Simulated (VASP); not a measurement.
Write the native input for VASP 6.6.1 that does the following.

* Task: single point
* Functional: r2SCAN
* Potentials or basis: VASP PAW PBE potentials, release 64 (Sc_sv, Al)
* Cutoff: 520 eV
* k mesh: 12 × 12 × 12
* Occupations: gaussian, width 0.1 eV
* Spin: no spin polarisation
* Dipole correction: no
* Further INCAR settings: ALGO = Normal; EDIFF = 1e-06; NBANDS = 14

ScAl:

```
CELL_PARAMETERS angstrom
3.36910 0.00000 0.00000
0.00000 3.36910 0.00000
0.00000 0.00000 3.36910
ATOMIC_POSITIONS crystal
Sc 0.50000 0.50000 0.50000
Al 0.00000 0.00000 0.00000
```

These files were run (other wordings do the same):

POSCAR

```
ScAl
1.0
    3.3690951359      0.0000000000      0.0000000000
    0.0000000000      3.3690951359      0.0000000000
    0.0000000000      0.0000000000      3.3690951359
Sc Al
1 1
Direct
    0.5000000000      0.5000000000      0.5000000000
    0.0000000000      0.0000000000      0.0000000000
```

INCAR.step1

```
SYSTEM = ScAl
ALGO     = Normal         ! electronic algorithm
EDIFF    = 1E-4           ! SCF threshold, eV
ENCUT    = 520            ! plane-wave cutoff, eV
GGA      = PE             ! functional
ISMEAR   = 0              ! smearing method
LASPH    = .TRUE.         ! aspherical terms in the spheres
LCHARG   = .FALSE.        ! write CHGCAR
LREAL    = .FALSE.        ! projectors in reciprocal space
LWAVE    = .TRUE.         ! write WAVECAR
NBANDS   = 14             ! bands
NELM     = 80             ! most SCF steps
PREC     = Accurate       ! precision mode
SIGMA    = 0.1            ! smearing width, eV
```

INCAR.step2

```
SYSTEM = ScAl
ALGO     = Normal         ! electronic algorithm
EDIFF    = 1E-6           ! SCF threshold, eV
ENCUT    = 520            ! plane-wave cutoff, eV
ISIF     = 2              ! what is computed and relaxed
ISMEAR   = 0              ! smearing method
ISTART   = 1            
LASPH    = .TRUE.         ! aspherical terms in the spheres
LCHARG   = .FALSE.        ! write CHGCAR
LMIXTAU  = .TRUE.       
LREAL    = .FALSE.        ! projectors in reciprocal space
LWAVE    = .FALSE.        ! write WAVECAR
METAGGA  = R2SCAN         ! meta-GGA
NBANDS   = 14             ! bands
NELM     = 80             ! most SCF steps
PREC     = Accurate       ! precision mode
SIGMA    = 0.1            ! smearing width, eV
```

KPOINTS

```
k-points
0
G
  12 12 12
  0 0 0
```

Potentials or basis: VASP PAW PBE potentials, release 64 (Sc_sv, Al).

Command:

```bash
$ cat potpaw_PBE.64/Sc_sv/POTCAR potpaw_PBE.64/Al/POTCAR > POTCAR
$ cp INCAR.step1 INCAR
$ mpirun -np 1 vasp_std > vasp.out
$ cp INCAR.step2 INCAR
$ mpirun -np 1 vasp_std > vasp.out
```

It gave:

```yaml
Pressure: 0.2 GPa
Band_gap_on_the_k_mesh: zero (band 7 reaches 6.56 eV, above the bottom of band 8 at 5.28 eV)
```

Caveat: the PAW data sets were made with another functional, which shifts forces and pressure a little.

Wall time 2.5 min on 1 thread of Intel(R) Xeon(R) Platinum 8488C (Sapphire Rapids) (shared host), peak memory 0.19 GiB.
